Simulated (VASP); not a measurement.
Wanted: the native input for a VASP 6.6.1 run.

```yaml
Task: single point
Functional: r2SCAN
Potentials_or_basis: VASP PAW PBE potentials, release 64 (Na_pv, Cl)
Cutoff: 520 eV
k_mesh: 8 × 8 × 8
Occupations: gaussian, width 0.05 eV
Spin: no spin polarisation
Dipole_correction: no
Further_INCAR_settings: ALGO = Normal; EDIFF = 1e-06; NBANDS = 14
```

Crystal: NaCl.

```
Na Cl
1.0
     0.00000    2.88131    2.83175
     2.83175    0.00000    2.83175
     2.83175    2.88131    0.00000
Na Cl
1 1
Direct
  0.00000 0.00000 0.00000
  0.50000 0.50000 0.50000
```

This cell differs from its parent crystal: strain +0.0175 x Voigt [0, 1, 0, 0, 0, 0].

One way to write it, as run:

POSCAR

```
NaCl
1.0
    0.0000000000      2.8813056250      2.8317500000
    2.8317500000      0.0000000000      2.8317500000
    2.8317500000      2.8813056250      0.0000000000
Na Cl
1 1
Direct
    0.0000000000      0.0000000000      0.0000000000
    0.5000000000      0.5000000000      0.5000000000
```

INCAR.step1

```
ALGO = Normal
EDIFF = 1E-4
ENCUT = 520
GGA = PE
ISMEAR = 0
LASPH = T
LCHARG = F
LREAL = F
LWAVE = T
NBANDS = 14
NELM = 80
PREC = Accurate
SIGMA = 0.05
```

INCAR.step2

```
ALGO = Normal
EDIFF = 1E-6
ENCUT = 520
ISIF = 2
ISMEAR = 0
ISTART = 1
LASPH = T
LCHARG = T
LELF = T
LMIXTAU = T
LREAL = F
LVHAR = T
LWAVE = F
METAGGA = R2SCAN
NBANDS = 14
NELM = 80
PREC = Accurate
SIGMA = 0.05
```

KPOINTS

```
k-points
0
Gamma
  8 8 8
```

Potentials or basis: VASP PAW PBE potentials, release 64 (Na_pv, Cl).

Command:

```sh
$ cat potpaw_PBE.64/Na_pv/POTCAR potpaw_PBE.64/Cl/POTCAR > POTCAR
$ cp INCAR.step1 INCAR
$ mpirun -np 1 vasp_std > vasp.out
$ cp INCAR.step2 INCAR
$ mpirun -np 1 vasp_std > vasp.out
```

It gave:

```yaml
Pressure: -1.4 GPa
Band_gap_on_the_k_mesh: 5.79 eV
```

Caveat: the cell differs from its parent crystal (strain +0.0175 x Voigt [0, 1, 0, 0, 0, 0]); the PAW data sets were made with another functional, which shifts forces and pressure a little.

It took 69 s on 1 thread of Intel(R) Xeon(R) 6975P-C (Granite Rapids), on a shared host, peak memory 0.18 GiB.
